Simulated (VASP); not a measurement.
**Al8N7 (a cell with a defect): single point with PBE**

Crystal: Al8N7 (a cell with a defect).

```
Al N
1.0
     0.00000    4.40317   -4.40317
     4.40317    4.40317    0.00000
     4.40317    0.00000   -4.40317
Al N
8 7
Direct
  0.98819 0.98819 0.53544
  0.00541 0.49820 0.49820
  0.49820 0.00541 0.49820
  0.49820 0.49820 0.49820
  0.98819 0.98819 0.98819
  0.98819 0.53544 0.98819
  0.53544 0.98819 0.98819
  0.49820 0.49820 0.00541
  0.12785 0.62215 0.12785
  0.62215 0.12785 0.12785
  0.62215 0.62215 0.12785
  0.12785 0.12785 0.62215
  0.12785 0.62215 0.62215
  0.62215 0.12785 0.62215
  0.62500 0.62500 0.62500
```

```
Program             : VASP 6.6.1
Task                : single point
Functional          : PBE
Potentials or basis : VASP PAW PBE potentials, release 64 (Al, N)
Cutoff              : 520 eV
k mesh              : 1 × 1 × 1
Occupations         : gaussian, width 0.01 eV
Spin                : collinear spin
Starting moments    : [0.25, 0.0, 0.0, 0.0, 0.25, 0.25, 0.25, 0.0, 0.0, 0.0, 0.0, 0.0, 0.0, 0.0, 0.0] μB
```

The pressure is 6.1 GPa. The largest force is 0.024 eV/Å, the band gap on the k mesh is 1.49 eV and the net moment is 1.00 μB per cell. The valence electrons inside the program's atomic spheres are Al 0.80, 0.77; N 3.91, 3.87.

Forces on the atoms (eV/Å):
```
Al   0.014 -0.014 -0.014
Al  -0.008  0.008 -0.008
Al   0.008  0.008  0.008
Al  -0.008 -0.008  0.008
Al  -0.014 -0.014  0.014
Al   0.014  0.014  0.014
Al  -0.014  0.014 -0.014
Al   0.008 -0.008 -0.008
N    0.000  0.000 -0.002
N    0.002  0.000  0.000
N    0.000 -0.002  0.000
N    0.000  0.002  0.000
N   -0.002  0.000  0.000
N    0.000  0.000  0.002
N    0.000  0.000  0.000
```

Levels at points of the mesh, in eV from the valence-band top:
Spin up:
```tsv
k point	band 26	band 27	band 28	band 29	band 30	band 31	band 32	band 33	band 34	band 35
(0.00, 0.00, 0.00)	-2.19	-1.67	-1.67	-1.67	0.00	1.89	1.89	3.61	4.77	4.77
```
Spin down:
| k point | band 27 | band 28 | band 29 | band 30 | band 31 | band 32 |
| --- | --- | --- | --- | --- | --- | --- |
| (0.00, 0.00, 0.00) | -1.65 | -1.65 | -1.65 | 1.49 | 1.88 | 1.88 |

Run time: 39 s on 1 thread of AMD EPYC 7R43 64-Core Processor (Zen 3), on a shared host, peak memory 0.33 GiB.

Caveat: the k points lie up to 1.24 Å⁻¹ apart.
